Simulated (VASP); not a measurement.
LaHg3N2:

```
CELL_PARAMETERS angstrom
3.70318 0.00000 0.00000
0.00000 3.70318 0.00000
0.00000 0.00000 8.30569
ATOMIC_POSITIONS crystal
La 0.50000 0.50000 0.00000
Hg 0.50000 0.00000 0.38616
Hg 0.00000 0.50000 0.61384
Hg 0.00000 0.00000 0.00000
N 0.50000 0.00000 0.73448
N 0.00000 0.50000 0.26552
```

The cell was generated, and may not be a known phase.

| Quantity | Value |
| --- | --- |
| Program | VASP 6.6.1 |
| Task | relaxation of cell and atoms |
| Functional | PBE |
| Potentials or basis | VASP PAW PBE potentials, release 64 (La, Hg_sv_GW, N) |
| Cutoff | 700 eV |
| k mesh | 6 × 6 × 2 |
| Occupations | gaussian, width 0.1 eV |
| Spin | no spin polarisation |

At the start: pressure 11.3 GPa; volume 18.98 Å³/atom.

**Question.** How do energy, volume and symmetry change on relaxing?

**Answer.** Over 28 steps the energy falls by 1287.0 meV/atom and the volume is 20.08 Å³/atom (+5.8 %); space group P-4m2 (No. 115, to 0.1 Å) before and after.

Step by step:
```csv
step,energy change (eV),largest force (eV/Å),pressure (GPa),volume (Å³)
1,0.0000,0.6969,11.25,113.90
2,-3.4198,1.4239,-5.10,135.08
3,-4.0097,1.5208,-8.04,143.38
4,-4.1594,1.2592,-10.85,158.32
5,-4.1807,1.4698,-9.28,148.16
6,-6.1207,1.7666,-2.96,126.38
7,-6.1961,2.3242,0.29,121.79
8,-6.6539,0.9977,0.70,119.21
9,-6.7525,1.3321,1.82,117.63
10,-6.7611,1.4640,2.26,117.09
11,-7.0866,1.1135,-1.55,122.07
12,-7.2586,0.7746,-5.08,128.82
13,-7.4435,0.5135,-4.03,126.50
14,-7.6342,0.4485,-0.68,121.43
15,-7.6348,0.4779,-0.58,121.16
16,-7.6566,0.3119,0.00,120.11
17,-7.6652,0.1379,0.78,118.86
18,-7.6732,0.0810,0.17,119.59
19,-7.6767,0.1240,-0.45,120.41
20,-7.6841,0.0928,-0.30,120.09
21,-7.6887,0.1871,0.08,119.47
22,-7.6925,0.1735,0.22,119.30
23,-7.6960,0.1337,0.46,119.02
24,-7.7058,0.1772,0.07,119.68
25,-7.7095,0.2430,-0.37,120.50
26,-7.7158,0.1754,-0.13,120.28
27,-7.7192,0.0835,0.20,119.98
28,-7.7219,0.0358,-0.10,120.46
```

Final structure:
```cif
data_structure
_symmetry_space_group_name_H-M 'P 1'
_symmetry_Int_Tables_number 1
_cell_length_a 4.9730
_cell_length_b 4.9730
_cell_length_c 4.8707
_cell_angle_alpha 90.000
_cell_angle_beta 90.000
_cell_angle_gamma 90.000
_cell_volume 120.46
loop_
_atom_site_label
_atom_site_type_symbol
_atom_site_fract_x
_atom_site_fract_y
_atom_site_fract_z
_atom_site_occupancy
La1 La 0.50000 0.50000 0.00000 1
Hg1 Hg 0.50000 0.00000 0.47389 1
Hg2 Hg 0.00000 0.50000 0.52611 1
Hg3 Hg 0.00000 0.00000 0.00000 1
N1 N 0.50000 0.00000 0.94390 1
N2 N 0.00000 0.50000 0.05610 1
```

Caveat: the k points lie up to 0.65 Å⁻¹ apart in the final cell, too coarse for converged energies and pressures of a metal; a cell axis changed by over 15 % at a fixed basis, so the end point is rough.
